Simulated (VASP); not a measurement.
# Co (Fm-3m) in VASP: notebook

Runs on Co. Level: PBE. Tasks: single point.

Everything below comes from runs of VASP 6.6.1. Logs are shortened: lines on timing, memory, paths and dates and some standing lists are left out, and cuts for length are marked.

**1. The cell of the first run**

Symmetry: Fm-3m, No. 225, cubic system. Conventional cell: a = 3.579 Å, b = 3.579 Å, c = 3.579 Å, α = 90.00°, β = 90.00°, γ = 90.00°. Within 3.3 Å of Co (site symmetry m-3m) lie 12 Co at 2.53 Å.

**2. Single point, PBE, collinear spin, ferromagnetic start**

File INCAR:

```
SYSTEM = Co
PREC = Accurate
ENCUT = 520
EDIFF = 1E-6
ISMEAR = 0
SIGMA = 0.1
LREAL = .FALSE.
LASPH = .TRUE.
NELM = 150
ALGO = Normal
ISIF = 2
LWAVE = .FALSE.
LCHARG = .FALSE.
ISPIN = 2
MAGMOM = 3
LORBIT = 11
NUPDOWN = 3.0
LMAXMIX = 4
GGA = PE
NBANDS = 14
```

File KPOINTS:

```
Automatic mesh
0
G
  14 14 14
  0 0 0
```

File POSCAR:

```
Co
1.0
    0.0000000000      1.7895000000      1.7895000000
    1.7895000000      0.0000000000      1.7895000000
    1.7895000000      1.7895000000      0.0000000000
Co
1
Direct
    0.0000000000      0.0000000000      0.0000000000
```

Potentials or basis: VASP PAW PBE potentials, release 64 (Co).

On the command line:

```bash
> cat potpaw_PBE.64/Co/POTCAR > POTCAR
> mpirun -np 1 vasp_std > vasp.out
```

OUTCAR:

```text
SYSTEM = Co
   PREC = Accurate
   ENCUT = 520
   EDIFF = 1E-6
   ISMEAR = 0
   LREAL = .FALSE.
   LASPH = .TRUE.
   NELM = 150
   ISIF = 2
   ISPIN = 2
   LORBIT = 11
   NUPDOWN = 3.0
   GGA = PE

 ion  position               nearest neighbor table
   1  0.000  0.000  0.000-

  LATTYP: Found a face centered cubic cell.
 ALAT       =     3.5790000000

  Lattice vectors:

 A1 = (   0.0000000000,   1.7895000000,   1.7895000000)
 A2 = (   1.7895000000,   0.0000000000,   1.7895000000)
 A3 = (   1.7895000000,   1.7895000000,   0.0000000000)

Analysis of symmetry for initial positions (statically):
=====================================================================
 Subroutine PRICEL returns:
 Original cell was already a primitive cell.

 Routine SETGRP: Setting up the symmetry group for a
 face centered cubic supercell.

 Subroutine GETGRP returns: Found 48 space group operations
 (whereof 48 operations were pure point group operations)
 out of a pool of 48 trial point group operations.

The static configuration has the point symmetry O_h .

Analysis of symmetry for dynamics (positions and initial velocities):
=====================================================================
 Subroutine PRICEL returns:
 Original cell was already a primitive cell.

 Routine SETGRP: Setting up the symmetry group for a
 face centered cubic supercell.

 Subroutine GETGRP returns: Found 48 space group operations
 (whereof 48 operations were pure point group operations)
 out of a pool of 48 trial point group operations.

The dynamic configuration has the point symmetry O_h .

Analysis of structural, dynamic, and magnetic symmetry:
=====================================================================
 Subroutine PRICEL returns:
 Original cell was already a primitive cell.

 Routine SETGRP: Setting up the symmetry group for a
 face centered cubic supercell.

 Subroutine GETGRP returns: Found 48 space group operations
 (whereof 48 operations were pure point group operations)
 out of a pool of 48 trial point group operations.

The overall configuration has the point symmetry O_h .

 Subroutine INISYM returns: Found 48 space group operations
 (whereof 48 operations are pure point group operations),
 and found     1 'primitive' translations

----------------------------------------------------------------------------------------

                                     Primitive cell

  volume of cell :      11.4611

  direct lattice vectors                    reciprocal lattice vectors
     0.000000000  1.789500000  1.789500000    -0.279407656  0.279407656  0.279407656
     1.789500000  0.000000000  1.789500000     0.279407656 -0.279407656  0.279407656
     1.789500000  1.789500000  0.000000000     0.279407656  0.279407656 -0.279407656

[... 117 lines left out ...]
   NGX =  9   NGY =  9   NGZ =  9

 number of electron       9.0000006 magnetization       3.0000002

 Free energy of the ion-electron system (eV)
  ---------------------------------------------------
  ext. energy  EPLUGINS =         0.00000000
  ---------------------------------------------------
  free energy    TOTEN  =        -5.29108380 eV

  energy without entropy =       -5.28412361  energy(sigma->0) =       -5.28760370

 E-fermi :   8.7753     XC(G=0): -13.1496

 val. band max:       14.7956938938   @ k =  -0.4286   0.1429   0.0000
 cond. band min:       8.7766047402   @ k =   0.4286   0.2857   0.0000
 fundamental gap:     -6.0190891536
 Fermi energy:        14.8058988100

 spin component 1

 k-point     1 :       0.0000    0.0000    0.0000
  band No.  band energies     occupation
      1       0.4216      1.00000
      2       5.8684      1.00000
      3       5.8684      1.00000
      4       5.8684      1.00000
      5       6.6665      1.00000
      6       6.6665      1.00000
      7      31.6917      0.00000
      8      35.6309      0.00000
      9      35.6309      0.00000
     10      35.6309      0.00000
     11      38.4059      0.00000
     12      38.4059      0.00000
     13      38.4059      0.00000
     14      41.2586      0.00000
[... 379 lines left out ...]
      3       5.9390      1.00000
      4       6.2775      1.00000
      5       6.9138      1.00000
      6       7.0738      1.00000
      7      24.0649      0.00000
      8      29.4181      0.00000
      9      29.9240      0.00000
     10      32.6519      0.00000
     11      37.6835      0.00000
     12      41.1919      0.00000
     13      43.0586      0.00000
     14      43.2201      0.00000

 [... further k-points ...]

 spin component 2

 k-point     1 :       0.0000    0.0000    0.0000
  band No.  band energies     occupation
      1       1.4019      1.00000
      2       8.3893      1.00000
      3       8.3894      1.00000
      4       8.3894      1.00000
      5       9.7921      0.00000
      6       9.7922      0.00000
      7      32.4087      0.00000
      8      36.7930      0.00000
      9      36.7930      0.00000
     10      36.7930      0.00000
     11      39.7097      0.00000
     12      39.7097      0.00000
     13      39.7097      0.00000
     14      41.9915      0.00000
[... 379 lines left out ...]
      3       8.6902      0.88573
      4       8.9462      0.00782
      5       9.6356      0.00000
      6      10.1316      0.00000
      7      25.4094      0.00000
      8      30.7164      0.00000
      9      30.9523      0.00000
     10      33.8792      0.00000
     11      39.0795      0.00000
     12      42.2279      0.00000
     13      44.1232      0.00000
     14      46.2162      0.00000

 [... further k-points ...]
[... 5 lines left out ...]
  --------------------------------------------------------------------------------------
  -------------------------------------------------------------------------------------
  Total        1.9295724      1.9295724      1.9295724      0.0000000     -0.0000000      0.0000000
  in kB      269.7407493    269.7407493    269.7407493      0.0000000     -0.0000000      0.0000000
  external PRESSURE =     269.7407493 kB  Pullay stress =       0.0000000 kB

 VOLUME and BASIS-vectors are now :
 -----------------------------------------------------------------------------
  energy-cutoff  :      520.00
  volume of cell :       11.46
      direct lattice vectors                 reciprocal lattice vectors
     0.000000000  1.789500000  1.789500000    -0.279407656  0.279407656  0.279407656
     1.789500000  0.000000000  1.789500000     0.279407656 -0.279407656  0.279407656
     1.789500000  1.789500000  0.000000000     0.279407656  0.279407656 -0.279407656

 POSITION                                       TOTAL-FORCE (eV/Angst)
 -----------------------------------------------------------------------------------
      0.00000      0.00000      0.00000         0.000000      0.000000      0.000000
 -----------------------------------------------------------------------------------
    total drift:                                0.000000      0.000000      0.000000

  FREE ENERGIE OF THE ION-ELECTRON SYSTEM (eV)
  ---------------------------------------------------
  free  energy   TOTEN  =        -5.2910837954 eV

  energy  without entropy=       -5.2841236111  energy(sigma->0) =       -5.28760370

 total charge

# of ion       s       p       d       tot
------------------------------------------
    1        0.513   0.636   6.958   8.107

 magnetization (x)

# of ion       s       p       d       tot
------------------------------------------
    1        0.063   0.212   2.581   2.855
```

OSZICAR:

```text
N       E                     dE             d eps       ncg     rms          rms(c)
DAV:   1     0.314704959454E+02    0.31470E+02   -0.40099E+03  6006   0.820E+02
DAV:   2    -0.566249290952E+01   -0.37133E+02   -0.34504E+02  6418   0.152E+02
DAV:   3    -0.682222098256E+01   -0.11597E+01   -0.11543E+01  7216   0.280E+01
DAV:   4    -0.683089911501E+01   -0.86781E-02   -0.86734E-02  7174   0.223E+00
DAV:   5    -0.683104582462E+01   -0.14671E-03   -0.14670E-03  7754   0.268E-01    0.136E+01
DAV:   6    -0.539584856934E+01    0.14352E+01   -0.11007E+01  8004   0.452E+01    0.787E+00
DAV:   7    -0.531357872403E+01    0.82270E-01   -0.47603E-01  6810   0.849E+00    0.451E+00
DAV:   8    -0.530108760254E+01    0.12491E-01   -0.54527E-03  7718   0.625E-01    0.217E+00
DAV:   9    -0.529151338540E+01    0.95742E-02   -0.26145E-03  8698   0.452E-01    0.232E-01
DAV:  10    -0.529109743650E+01    0.41595E-03   -0.13809E-03  8674   0.308E-01    0.256E-02
DAV:  11    -0.529108335657E+01    0.14080E-04   -0.26775E-05  8376   0.413E-02    0.460E-02
DAV:  12    -0.529108469173E+01   -0.13352E-05   -0.82708E-07  6362   0.954E-03    0.227E-02
DAV:  13    -0.529108379544E+01    0.89629E-06   -0.32196E-06  5774   0.162E-02
   1 F= -.52910838E+01 E0= -.52876037E+01  d E =-.696018E-02  mag=     3.0000
```

It took 22 s on 1 thread of Intel Xeon 6975P-C (Granite Rapids), shared host; peak memory 0.15 GiB.

Results:

- Free energy: -5.2911 eV
- Pressure: 27.0 GPa
- Net moment: 3.00 μB per cell
- Site moments: Co +2.85 μB
- Valence electrons inside the program's atomic spheres: Co 8.11

Caveat: the total moment is fixed, so each spin has its own Fermi level.

**3. Single point, PBE, collinear spin, ferromagnetic start**

File INCAR:

```
SYSTEM = Co
PREC = Accurate ; ENCUT = 520
EDIFF = 1E-7 ; ISMEAR = 0
SIGMA = 0.1 ; LREAL = .False.
LASPH = .True. ; NELM = 150
ALGO = Normal ; ISIF = 2
LWAVE = .False. ; LCHARG = .False.
ISPIN = 2 ; MAGMOM = 0.3
LORBIT = 11 ; LMAXMIX = 4
GGA = PE ; NBANDS = 14
```

File KPOINTS:

```
regular mesh
0
Gamma
  14 14 14
  0 0 0
```

POSCAR is that of step 2.

Potentials or basis: VASP PAW PBE potentials, release 64 (Co).

On the command line:

```bash
> cat potpaw_PBE.64/Co/POTCAR > POTCAR
> mpirun -np 1 vasp_std > vasp.out
```

OUTCAR:

```text
SYSTEM = Co
   PREC = Accurate
   ENCUT = 520
   EDIFF = 1E-7
   ISMEAR = 0
   LREAL = .False.
   LASPH = .True.
   NELM = 150
   ISIF = 2
   ISPIN = 2
   LORBIT = 11
   GGA = PE

 ion  position               nearest neighbor table
   1  0.000  0.000  0.000-

  LATTYP: Found a face centered cubic cell.
 ALAT       =     3.5790000000

  Lattice vectors:

 A1 = (   0.0000000000,   1.7895000000,   1.7895000000)
 A2 = (   1.7895000000,   0.0000000000,   1.7895000000)
 A3 = (   1.7895000000,   1.7895000000,   0.0000000000)

Analysis of symmetry for initial positions (statically):
=====================================================================
 Subroutine PRICEL returns:
 Original cell was already a primitive cell.

 Routine SETGRP: Setting up the symmetry group for a
 face centered cubic supercell.

 Subroutine GETGRP returns: Found 48 space group operations
 (whereof 48 operations were pure point group operations)
 out of a pool of 48 trial point group operations.

The static configuration has the point symmetry O_h .

Analysis of symmetry for dynamics (positions and initial velocities):
=====================================================================
 Subroutine PRICEL returns:
 Original cell was already a primitive cell.

 Routine SETGRP: Setting up the symmetry group for a
 face centered cubic supercell.

 Subroutine GETGRP returns: Found 48 space group operations
 (whereof 48 operations were pure point group operations)
 out of a pool of 48 trial point group operations.

The dynamic configuration has the point symmetry O_h .

Analysis of structural, dynamic, and magnetic symmetry:
=====================================================================
 Subroutine PRICEL returns:
 Original cell was already a primitive cell.

 Routine SETGRP: Setting up the symmetry group for a
 face centered cubic supercell.

 Subroutine GETGRP returns: Found 48 space group operations
 (whereof 48 operations were pure point group operations)
 out of a pool of 48 trial point group operations.

The overall configuration has the point symmetry O_h .

 Subroutine INISYM returns: Found 48 space group operations
 (whereof 48 operations are pure point group operations),
 and found     1 'primitive' translations

----------------------------------------------------------------------------------------

                                     Primitive cell

  volume of cell :      11.4611

  direct lattice vectors                    reciprocal lattice vectors
     0.000000000  1.789500000  1.789500000    -0.279407656  0.279407656  0.279407656
     1.789500000  0.000000000  1.789500000     0.279407656 -0.279407656  0.279407656
     1.789500000  1.789500000  0.000000000     0.279407656  0.279407656 -0.279407656

  length of vectors
     2.530735170  2.530735170  2.530735170     0.483948256  0.483948256  0.483948256

  position of ions in fractional coordinates (direct lattice)
     0.000000000  0.000000000  0.000000000

  ion indices of the primitive-cell ions
   primitive index   ion index
                 1           1

----------------------------------------------------------------------------------------

 KPOINTS: regular mesh

Automatic generation of k-mesh.
 Grid dimensions read from file:
 generate k-points for:   14   14   14

 Generating k-lattice:
[... 66 lines left out ...]
   IBRION =     -1    ionic relax: 0-MD 1-quasi-New 2-CG
   NFREE  =      0    steps in history (QN), initial steepest desc. (CG)
   ISIF   =      2    stress and relaxation
   ISYM   =      2    0-nonsym 1-usesym 2-fastsym
   POTIM  = 0.5000    time-step for ionic-motion
   TEBEG  =    0.0;   TEEND  =   0.0 temperature during run
   PSTRESS=    0.0 pullay stress
   NELECT =       9.0000    total number of electrons
   NUPDOWN=      -1.0000    fix difference up-down
   EMIN   =  10.00;   EMAX   =-10.00  energy-range for DOS
   EFERMI =   0.00;   METHOD = LEGACY
   ISMEAR =     0;   SIGMA  =   0.10  broadening in eV -4-tet -1-fermi 0-gaus
   EFERMI_NEDOS =   21; number of points for ismear=-14 and -15
   IALGO  =     38    algorithm
   IMIX   =      4    mixing-type and parameters
     AMIX     =   0.40;   BMIX     =  1.00
     AMIX_MAG =   1.60;   BMIX_MAG =  1.00
  volume/ion in A,a.u.               =      11.46        77.34
  Fermi-wavevector in a.u.,A,eV,Ry     =   1.510361  2.854168 31.037460  2.281189
  Thomas-Fermi vector in A             =   2.620561
   LORBIT       =     11    0 simple, 1 ext, 2 COOP (PROOUT), +10 PAW based schemes
   GGA     = PE    functional components
   LHFCALC =     F    Hartree Fock is set to
   AEXX    =    0.0000 exact exchange contribution
   IVDW    =     0    specifies the selected vdW correction
   LEPSILON=     F    determine dielectric tensor
   LRPA    =     F    only Hartree local field effects (RPA)
 spin polarized calculation
 Gauss-broadening in eV      SIGMA  =   0.10
  energy-cutoff  :      520.00
  volume of cell :       11.46
 maximum number of plane-waves:       331
   NGX =  9   NGY =  9   NGZ =  9

 number of electron       9.0000006 magnetization       0.0042530

 number of electron       9.0000006 magnetization      -0.0000293

 Free energy of the ion-electron system (eV)
  ---------------------------------------------------
  ext. energy  EPLUGINS =         0.00000000
  ---------------------------------------------------
  free energy    TOTEN  =        -6.75590474 eV

  energy without entropy =       -6.74314056  energy(sigma->0) =       -6.74952265

 E-fermi :   9.2992     XC(G=0): -13.1016

 val. band max:        9.2973433882   @ k =   0.4286   0.3571   0.0714
 cond. band min:       9.3044750813   @ k =  -0.2857   0.3571   0.0714
 fundamental gap:      0.0071316930
 Fermi energy:         9.2992026741

 spin component 1

 k-point     1 :       0.0000    0.0000    0.0000
  band No.  band energies     occupation
      1       0.8950      1.00000
      2       7.6572      1.00000
      3       7.6572      1.00000
      4       7.6572      1.00000
      5       8.8093      1.00000
      6       8.8093      1.00000
      7      31.9803      0.00000
      8      36.1783      0.00000
      9      36.1783      0.00000
     10      36.1783      0.00000
     11      39.1802      0.00000
     12      39.1802      0.00000
     13      39.1802      0.00000
     14      41.6653      0.00000
[... 379 lines left out ...]
      3       7.8486      1.00000
      4       8.1662      1.00000
      5       8.7978      1.00000
      6       9.1848      0.94710
      7      24.8408      0.00000
      8      30.1306      0.00000
      9      30.4703      0.00000
     10      33.3330      0.00000
     11      38.4492      0.00000
     12      41.7262      0.00000
     13      43.6037      0.00000
     14      45.6901      0.00000

 [... further k-points ...]

 spin component 2

 k-point     1 :       0.0000    0.0000    0.0000
  band No.  band energies     occupation
      1       0.8950      1.00000
      2       7.6572      1.00000
      3       7.6572      1.00000
      4       7.6572      1.00000
      5       8.8093      1.00000
      6       8.8093      1.00000
      7      31.9803      0.00000
      8      36.1783      0.00000
      9      36.1783      0.00000
     10      36.1783      0.00000
     11      39.1802      0.00000
     12      39.1802      0.00000
     13      39.1802      0.00000
     14      41.6653      0.00000
[... 379 lines left out ...]
      3       7.8486      1.00000
      4       8.1662      1.00000
      5       8.7977      1.00000
      6       9.1848      0.94713
      7      24.8408      0.00000
      8      30.1306      0.00000
      9      30.4703      0.00000
     10      33.3330      0.00000
     11      38.4492      0.00000
     12      41.7262      0.00000
     13      43.6037      0.00000
     14      45.6901      0.00000

 [... further k-points ...]
[... 5 lines left out ...]
  --------------------------------------------------------------------------------------
  -------------------------------------------------------------------------------------
  Total       -1.5215441     -1.5215441     -1.5215441      0.0000000      0.0000000      0.0000000
  in kB     -212.7012458   -212.7012458   -212.7012458      0.0000000      0.0000000      0.0000000
  external PRESSURE =    -212.7012458 kB  Pullay stress =       0.0000000 kB

 VOLUME and BASIS-vectors are now :
 -----------------------------------------------------------------------------
  energy-cutoff  :      520.00
  volume of cell :       11.46
      direct lattice vectors                 reciprocal lattice vectors
     0.000000000  1.789500000  1.789500000    -0.279407656  0.279407656  0.279407656
     1.789500000  0.000000000  1.789500000     0.279407656 -0.279407656  0.279407656
     1.789500000  1.789500000  0.000000000     0.279407656  0.279407656 -0.279407656

 POSITION                                       TOTAL-FORCE (eV/Angst)
 -----------------------------------------------------------------------------------
      0.00000      0.00000      0.00000         0.000000     -0.000000     -0.000000
 -----------------------------------------------------------------------------------
    total drift:                                0.000000     -0.000000     -0.000000

  FREE ENERGIE OF THE ION-ELECTRON SYSTEM (eV)
  ---------------------------------------------------
  free  energy   TOTEN  =        -6.7559047371 eV

  energy  without entropy=       -6.7431405593  energy(sigma->0) =       -6.74952265

 total charge

# of ion       s       p       d       tot
------------------------------------------
    1        0.460   0.465   7.247   8.172

 magnetization (x)

# of ion       s       p       d       tot
------------------------------------------
    1        0.000   0.000  -0.000  -0.000
```

Wall time 28 s (1 thread of Intel Xeon 6975P-C (Granite Rapids), shared host); peak memory 0.15 GiB.

What came out:

- Free energy: -6.7559 eV
- Pressure: -21.3 GPa
- Net moment: 0.00 μB per cell
- Valence electrons inside the program's atomic spheres: Co 8.17

Levels at points of the mesh, in eV from the Fermi level:
Spin up:
```
           k point  band 2  band 3  band 4  band 5  band 6  band 7
(0.00, 0.00, 0.00)   -1.64   -1.64   -1.64   -0.49   -0.49   22.68
(0.50, 0.00, 0.00)   -1.69   -1.69    0.01    0.29    0.29    6.37
(0.50, 0.50, 0.00)   -3.55    0.27    0.48    0.48    2.70    9.71
```
Spin down:
```tsv
k point	band 1	band 2	band 3	band 4	band 5	band 6	band 7	band 8
(0.00, 0.00, 0.00)	-8.40	-1.64	-1.64	-1.64	-0.49	-0.49	22.68	26.88
(0.50, 0.00, 0.00)	-4.25	-1.69	-1.69	0.01	0.29	0.29	6.37	21.31
(0.50, 0.50, 0.00)	-4.14	-3.55	0.27	0.48	0.48	2.70	9.71	14.70
```
